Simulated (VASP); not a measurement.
# Fe (Im-3m) in VASP: further runs

The runs below take Fe through single point, with r2SCAN.

All numbers are computed with VASP 6.6.1; they aren't measurements. Logs are shortened: lines on timing, memory, paths and dates and some standing lists are left out, and cuts for length are marked.

### 1 The cell of the first run

The structure is cubic, space group Im-3m (No. 229). Conventional cell: a = 2.706 Å, b = 2.706 Å, c = 2.706 Å, α = 90.00°, β = 90.00°, γ = 90.00°. Within 3.1 Å of Fe (site symmetry m-3m) lie 14 Fe at 2.34 to 2.71 Å.

### 2 Single point, r2SCAN, collinear spin, ferromagnetic start (9.91 Å³/atom)

POSCAR reads:

```
Fe
1.0
   -1.3531460113      1.3531460113      1.3531460113
    1.3531460113     -1.3531460113      1.3531460113
    1.3531460113      1.3531460113     -1.3531460113
Fe
1
Direct
    0.0000000000      0.0000000000      0.0000000000
```

INCAR.step1 reads:

```
SYSTEM = Fe
ALGO = Normal ; EDIFF = 1E-4
ENCUT = 520 ; GGA = PE
ISMEAR = 0 ; ISPIN = 2
LASPH = .TRUE. ; LCHARG = .FALSE.
LMAXMIX = 4 ; LREAL = .FALSE.
LWAVE = .TRUE. ; MAGMOM = 2.78
NBANDS = 14 ; NELM = 150
PREC = Accurate ; SIGMA = 0.05
```

INCAR.step2 reads:

```
SYSTEM = Fe
ALGO = Normal ; EDIFF = 1E-6
ENCUT = 520 ; ISIF = 2
ISMEAR = 0 ; ISPIN = 2
ISTART = 1 ; LASPH = .TRUE.
LCHARG = .FALSE. ; LMAXMIX = 4
LMIXTAU = .TRUE. ; LORBIT = 11
LREAL = .FALSE. ; LWAVE = .FALSE.
MAGMOM = 2.78 ; METAGGA = R2SCAN
NBANDS = 14 ; NELM = 150
PREC = Accurate ; SIGMA = 0.05
```

KPOINTS reads:

```
k-points
0
G
  22 22 22
  0 0 0
```

Potentials or basis: VASP PAW PBE potentials, release 64 (Fe).

The run is started by

```bash
cat potpaw_PBE.64/Fe/POTCAR > POTCAR
cp INCAR.step1 INCAR
mpirun -np 1 vasp_std > vasp.out
cp INCAR.step2 INCAR
mpirun -np 1 vasp_std > vasp.out
```

OUTCAR:

```text
SYSTEM = Fe
   EDIFF = 1E-6
   ENCUT = 520
   ISIF = 2
   ISMEAR = 0
   ISPIN = 2
   ISTART = 1
   LASPH = .TRUE.
   LORBIT = 11
   LREAL = .FALSE.
   METAGGA = R2SCAN
   NELM = 150
   PREC = Accurate

 ion  position               nearest neighbor table
   1  0.000  0.000  0.000-

  LATTYP: Found a body centered cubic cell.
 ALAT       =     2.7062920226

  Lattice vectors:

 A1 = (  -1.3531460113,   1.3531460113,   1.3531460113)
 A2 = (   1.3531460113,  -1.3531460113,   1.3531460113)
 A3 = (   1.3531460113,   1.3531460113,  -1.3531460113)

Analysis of symmetry for initial positions (statically):
=====================================================================
 Subroutine PRICEL returns:
 Original cell was already a primitive cell.

 Routine SETGRP: Setting up the symmetry group for a
 body centered cubic supercell.

 Subroutine GETGRP returns: Found 48 space group operations
 (whereof 48 operations were pure point group operations)
 out of a pool of 48 trial point group operations.

The static configuration has the point symmetry O_h .

Analysis of symmetry for dynamics (positions and initial velocities):
=====================================================================
 Subroutine PRICEL returns:
 Original cell was already a primitive cell.

 Routine SETGRP: Setting up the symmetry group for a
 body centered cubic supercell.

 Subroutine GETGRP returns: Found 48 space group operations
 (whereof 48 operations were pure point group operations)
 out of a pool of 48 trial point group operations.

The dynamic configuration has the point symmetry O_h .

Analysis of structural, dynamic, and magnetic symmetry:
=====================================================================
 Subroutine PRICEL returns:
 Original cell was already a primitive cell.

 Routine SETGRP: Setting up the symmetry group for a
 body centered cubic supercell.

 Subroutine GETGRP returns: Found 48 space group operations
 (whereof 48 operations were pure point group operations)
 out of a pool of 48 trial point group operations.

The overall configuration has the point symmetry O_h .

 Subroutine INISYM returns: Found 48 space group operations
 (whereof 48 operations are pure point group operations),
 and found     1 'primitive' translations

----------------------------------------------------------------------------------------

                                     Primitive cell

  volume of cell :       9.9105

  direct lattice vectors                    reciprocal lattice vectors
    -1.353146011  1.353146011  1.353146011     0.000000000  0.369509274  0.369509274
     1.353146011 -1.353146011  1.353146011     0.369509274  0.000000000  0.369509274
     1.353146011  1.353146011 -1.353146011     0.369509274  0.369509274  0.000000000

  length of vectors
     2.343717642  2.343717642  2.343717642     0.522565026  0.522565026  0.522565026

  position of ions in fractional coordinates (direct lattice)
     0.000000000  0.000000000  0.000000000

  ion indices of the primitive-cell ions
   primitive index   ion index
                 1           1

----------------------------------------------------------------------------------------

 KPOINTS: k-points

Automatic generation of k-mesh.
 Grid dimensions read from file:
 generate k-points for:   22   22   22

 Generating k-lattice:

  Cartesian coordinates                     Fractional coordinates (reciprocal lattice)
     0.000000000  0.016795876  0.016795876     0.045454545  0.000000000  0.000000000
     0.016795876  0.000000000  0.016795876     0.000000000  0.045454545  0.000000000
     0.016795876  0.016795876  0.000000000     0.000000000  0.000000000  0.045454545

  Length of vectors
     0.023752956  0.023752956  0.023752956

  Shift w.r.t. Gamma in fractional coordinates (k-lattice)
     0.000000000  0.000000000  0.000000000

 Subroutine IBZKPT returns following result:
 ===========================================

 Found    328 irreducible k-points:

 Following reciprocal coordinates:
            Coordinates               Weight
  0.000000  0.000000  0.000000      1.000000
  0.045455  0.000000  0.000000     12.000000
  0.090909  0.000000  0.000000     12.000000
  0.136364  0.000000  0.000000     12.000000
  0.181818  0.000000  0.000000     12.000000
  0.227273  0.000000  0.000000     12.000000
[... 16 lines left out ...]
  0.090909  0.090909  0.000000     24.000000
  0.136364  0.090909  0.000000     48.000000
 [... further k-points ...]
   k-points           NKPTS =    328   k-points in BZ     NKDIM =    328   number of bands    NBANDS=     14
   number of dos      NEDOS =    301   number of ions     NIONS =      1
   total plane-waves  NPLWV =   5832
   dimension x,y,z NGX =    18 NGY =   18 NGZ =   18
   dimension x,y,z NGXF=    36 NGYF=   36 NGZF=   36
   ions per type =               1
   NGX,Y,Z   is equivalent  to a cutoff of  12.77, 12.77, 12.77 a.u.
   NGXF,Y,Z  is equivalent  to a cutoff of  25.54, 25.54, 25.54 a.u.
 SYSTEM =  Fe
   PREC   = accura    normal or accurate (medium, high low for compatibility)
   ISTART =      1    job   : 0-new  1-cont  2-samecut
   ICHARG =      0    charge: 1-file 2-atom 10-const
   ISPIN  =      2    spin polarized calculation?
   LNONCOLLINEAR =      F non collinear calculations
   LSORBIT =      F    spin-orbit coupling
   LASPH  =      T    aspherical Exc in radial PAW
   ENCUT  =  520.0 eV  38.22 Ry    6.18 a.u.   4.36  4.36  4.36*2*pi/ulx,y,z
   NELM   =    150;   NELMIN=  2; NELMDL=  0     # of ELM steps
   EDIFF  = 0.1E-05   stopping-criterion for ELM
   LREAL  =      F    real-space projection
   EDIFFG = 0.1E-04   stopping-criterion for IOM
   NSW    =      0    number of steps for IOM
   IBRION =     -1    ionic relax: 0-MD 1-quasi-New 2-CG
   NFREE  =      0    steps in history (QN), initial steepest desc. (CG)
   ISIF   =      2    stress and relaxation
   ISYM   =      2    0-nonsym 1-usesym 2-fastsym
   POTIM  = 0.5000    time-step for ionic-motion
   TEBEG  =    0.0;   TEEND  =   0.0 temperature during run
   PSTRESS=    0.0 pullay stress
   NELECT =       8.0000    total number of electrons
   NUPDOWN=      -1.0000    fix difference up-down
   EMIN   =  10.00;   EMAX   =-10.00  energy-range for DOS
   EFERMI =   0.00;   METHOD = LEGACY
   ISMEAR =     0;   SIGMA  =   0.05  broadening in eV -4-tet -1-fermi 0-gaus
   EFERMI_NEDOS =   21; number of points for ismear=-14 and -15
   IALGO  =     38    algorithm
   IMIX   =      4    mixing-type and parameters
     AMIX     =   0.40;   BMIX     =  1.00
     AMIX_MAG =   1.60;   BMIX_MAG =  1.00
  volume/ion in A,a.u.               =       9.91        66.88
  Fermi-wavevector in a.u.,A,eV,Ry     =   1.524311  2.880530 31.613452  2.323523
  Thomas-Fermi vector in A             =   2.632635
   LORBIT       =     11    0 simple, 1 ext, 2 COOP (PROOUT), +10 PAW based schemes
   METAGGA = R2SCAN    functional components
   LHFCALC =     F    Hartree Fock is set to
   AEXX    =    0.0000 exact exchange contribution
   IVDW    =     0    specifies the selected vdW correction
   LEPSILON=     F    determine dielectric tensor
   LRPA    =     F    only Hartree local field effects (RPA)
 spin polarized calculation
 Gauss-broadening in eV      SIGMA  =   0.05
  energy-cutoff  :      520.00
  volume of cell :        9.91
 maximum number of plane-waves:       276
 NGX is ok and might be reduce to    18
   NGX =  9   NGY =  9   NGZ =  9

 number of electron       8.0000000 magnetization       2.2249126

 Free energy of the ion-electron system (eV)
  ---------------------------------------------------
  ext. energy  EPLUGINS =         0.00000000
  ---------------------------------------------------
  free energy    TOTEN  =       -14.16142202 eV

  energy without entropy =      -14.16019151  energy(sigma->0) =      -14.16080676

 E-fermi :   7.0480     XC(G=0): -15.1700

 val. band max:        7.0470725545   @ k =  -0.4091   0.5000   0.2273
 cond. band min:       7.0513430042   @ k =  -0.4091   0.5000   0.3182
 fundamental gap:      0.0042704497
 Fermi energy:         7.0480383331

 spin component 1

 k-point     1 :       0.0000    0.0000    0.0000
  band No.  band energies     occupation
      1      -2.2438      1.00000
      2       4.1537      1.00000
      3       4.1537      1.00000
      4       4.1538      1.00000
      5       5.5870      1.00000
      6       5.5870      1.00000
      7      34.7709      0.00000
      8      34.7709      0.00000
      9      34.7710      0.00000
     10      40.7868      0.00000
     11      40.7868      0.00000
     12      43.6476      0.00000
     13      43.6479      0.00000
     14      43.6479      0.00000
[... 375 lines left out ...]
 k-point    24 :       0.1364    0.0909    0.0000
  band No.  band energies     occupation
      1      -0.5151      1.00000
      2       3.7504      1.00000
      3       3.8736      1.00000
      4       5.2462      1.00000
      5       5.2812      1.00000
      6       5.6996      1.00000
      7      28.5483      0.00000
      8      30.4938      0.00000
      9      35.1807      0.00000
     10      35.7830      0.00000
     11      39.8907      0.00000
     12      41.7058      0.00000
     13      45.7880      0.00000
     14      45.8869      0.00000

 [... further k-points ...]

 spin component 2

 k-point     1 :       0.0000    0.0000    0.0000
  band No.  band energies     occupation
      1      -2.7559      1.00000
      2       6.8207      1.00000
      3       6.8209      1.00000
      4       6.8209      1.00000
      5       9.6805      0.00000
      6       9.6809      0.00000
      7      34.4464      0.00000
      8      34.4464      0.00000
      9      34.4464      0.00000
     10      41.4381      0.00000
     11      41.4381      0.00000
     12      45.2087      0.00000
     13      45.2089      0.00000
     14      45.2091      0.00000
[... 375 lines left out ...]
 k-point    24 :       0.1364    0.0909    0.0000
  band No.  band energies     occupation
      1      -0.9303      1.00000
      2       6.2718      1.00000
      3       6.4119      1.00000
      4       8.0045      0.00000
      5       9.1321      0.00000
      6       9.8048      0.00000
      7      29.0601      0.00000
      8      30.9295      0.00000
      9      35.2434      0.00000
     10      37.2389      0.00000
     11      40.7312      0.00000
     12      43.0979      0.00000
     13      46.7624      0.00000
     14      47.2859      0.00000

 [... further k-points ...]

------------------------ aborting loop because EDIFF is reached ----------------------------------------

  FORCE on cell =-STRESS in cart. coord.  units (eV):
  Direction    XX          YY          ZZ          XY          YZ          ZX
  --------------------------------------------------------------------------------------
  -------------------------------------------------------------------------------------
  Total        2.2913971      2.2913971      2.2913971      0.0000000      0.0000000     -0.0000000
  in kB      370.4392157    370.4392157    370.4392157      0.0000000      0.0000000     -0.0000000
  external PRESSURE =     370.4392157 kB  Pullay stress =       0.0000000 kB

 VOLUME and BASIS-vectors are now :
 -----------------------------------------------------------------------------
  energy-cutoff  :      520.00
  volume of cell :        9.91
      direct lattice vectors                 reciprocal lattice vectors
    -1.353146011  1.353146011  1.353146011     0.000000000  0.369509274  0.369509274
     1.353146011 -1.353146011  1.353146011     0.369509274  0.000000000  0.369509274
     1.353146011  1.353146011 -1.353146011     0.369509274  0.369509274  0.000000000

 POSITION                                       TOTAL-FORCE (eV/Angst)
 -----------------------------------------------------------------------------------
      0.00000      0.00000      0.00000         0.000000      0.000000     -0.000000
 -----------------------------------------------------------------------------------
    total drift:                                0.000000      0.000000      0.000000

  FREE ENERGIE OF THE ION-ELECTRON SYSTEM (eV)
  ---------------------------------------------------
  free  energy   TOTEN  =       -14.1614220173 eV

  energy  without entropy=      -14.1601915081  energy(sigma->0) =      -14.16080676

 total charge

# of ion       s       p       d       tot
------------------------------------------
    1        0.557   0.703   6.346   7.606

 magnetization (x)

# of ion       s       p       d       tot
------------------------------------------
    1       -0.013  -0.108   2.353   2.232
```

It took 5.5 min on 1 thread of Intel Xeon Platinum 8259CL at 2.50GHz (Skylake/Cascade Lake), shared host; peak memory 0.18 GiB.

Results:

| Property | Result |
| --- | --- |
| Free energy | -14.1614 eV |
| Pressure | 37.0 GPa |
| Net moment | 2.22 μB per cell |
| Site moments | Fe +2.23 μB |
| Valence electrons inside the program's atomic spheres | Fe 7.61 |

Levels at points of the mesh, in eV from the Fermi level:
Spin up:
| k point | band 1 | band 2 | band 3 | band 4 | band 5 | band 6 | band 7 | band 8 | band 9 | band 10 |
| --- | --- | --- | --- | --- | --- | --- | --- | --- | --- | --- |
| (0.00, 0.00, 0.00) | -9.29 | -2.89 | -2.89 | -2.89 | -1.46 | -1.46 | 27.72 | 27.72 | 27.72 | 33.74 |
| (0.50, 0.00, 0.00) | -5.96 | -4.23 | -1.34 | -1.22 | 0.45 | 0.82 | 8.97 | 20.61 | 23.55 | 26.52 |
| (0.50, 0.50, 0.50) | -6.05 | -6.05 | 0.11 | 0.11 | 0.11 | 11.63 | 11.63 | 11.63 | 17.70 | 17.70 |
Spin down:
| k point | band 1 | band 2 | band 3 | band 4 | band 5 | band 6 |
| --- | --- | --- | --- | --- | --- | --- |
| (0.00, 0.00, 0.00) | -9.80 | -0.23 | -0.23 | -0.23 | 2.63 | 2.63 |
| (0.50, 0.00, 0.00) | -4.44 | -1.94 | 0.39 | 2.39 | 3.00 | 3.56 |
| (0.50, 0.50, 0.50) | -3.71 | -3.71 | 3.18 | 3.18 | 3.18 | 11.90 |

Caveat: the cell stands under pressure; the PAW data sets were made with another functional, which shifts forces and pressure a little.

### 3 Single point, r2SCAN, collinear spin, ferromagnetic start (10.38 Å³/atom)

This run uses another cell than the first one, of 10.38 Å³/atom.

POSCAR reads:

```
Fe
1.0
   -1.3742923333      1.3742923333      1.3742923333
    1.3742923333     -1.3742923333      1.3742923333
    1.3742923333      1.3742923333     -1.3742923333
Fe
1
Direct
    0.0000000000      0.0000000000      0.0000000000
```

INCAR.step1 reads:

```
SYSTEM = Fe
  PREC = Accurate
  ENCUT = 520
  ISMEAR = 0
  SIGMA = 0.05
  LREAL = .FALSE.
  LASPH = .TRUE.
  NELM = 150
  ISPIN = 2
  MAGMOM = 2.94
  LMAXMIX = 4
  NBANDS = 14
  GGA = PE
  ALGO = Normal
  EDIFF = 1E-4
  LWAVE = .TRUE.
  LCHARG = .FALSE.
```

INCAR.step2 reads:

```
SYSTEM = Fe
  PREC = Accurate
  ENCUT = 520
  EDIFF = 1E-6
  ISMEAR = 0
  SIGMA = 0.05
  LREAL = .FALSE.
  LASPH = .TRUE.
  NELM = 150
  ALGO = Normal
  ISIF = 2
  LWAVE = .FALSE.
  LCHARG = .TRUE.
  ISPIN = 2
  MAGMOM = 2.94
  LORBIT = 11
  LMAXMIX = 4
  METAGGA = R2SCAN
  LMIXTAU = .TRUE.
  LELF = .TRUE.
  LVHAR = .TRUE.
  NBANDS = 14
  ISTART = 1
```

KPOINTS reads:

```
Automatic mesh
0
G
  22 22 22
  0 0 0
```

Potentials or basis: VASP PAW PBE potentials, release 64 (Fe).

The run is started by

```bash
cat potpaw_PBE.64/Fe/POTCAR > POTCAR
cp INCAR.step1 INCAR
mpirun -np 1 vasp_std > vasp.out
cp INCAR.step2 INCAR
mpirun -np 1 vasp_std > vasp.out
```

Wall time 4.8 min (1 thread of Intel Xeon Platinum 8259CL at 2.50GHz (Skylake/Cascade Lake), shared host); peak memory 0.19 GiB.

It converged, with:

```yaml
Free_energy: -14.2516 eV
Pressure: 26.7 GPa
Net_moment: 2.44 μB per cell
Site_moments: Fe +2.46 μB
Valence_electrons_inside_the_program's_atomic_spheres: Fe 7.48
```

Levels at points of the mesh, in eV from the Fermi level:
Spin up:
```
           k point  band 2  band 3  band 4  band 5  band 6  band 7  band 8  band 9
(0.00, 0.00, 0.00)   -2.90   -2.90   -2.90   -1.46   -1.46   27.22   27.22   27.22
(0.50, 0.00, 0.00)   -4.13   -1.39   -1.25    0.20    0.82    8.44   20.19   22.66
(0.50, 0.50, 0.50)   -5.72   -0.11   -0.11   -0.11   11.22   11.22   11.22   17.17
```
Spin down:
| k point | band 1 | band 2 | band 3 | band 4 | band 5 | band 6 | band 7 | band 8 |
| --- | --- | --- | --- | --- | --- | --- | --- | --- |
| (0.00, 0.00, 0.00) | -9.54 | 0.17 | 0.17 | 0.17 | 2.76 | 2.76 | 26.88 | 26.88 |
| (0.50, 0.00, 0.00) | -4.03 | -1.47 | 0.34 | 2.57 | 3.11 | 3.76 | 10.58 | 20.15 |
| (0.50, 0.50, 0.50) | -3.30 | -3.30 | 3.39 | 3.39 | 3.39 | 11.56 | 11.56 | 11.56 |

Caveat: the cell stands under pressure; the PAW data sets were made with another functional, which shifts forces and pressure a little.
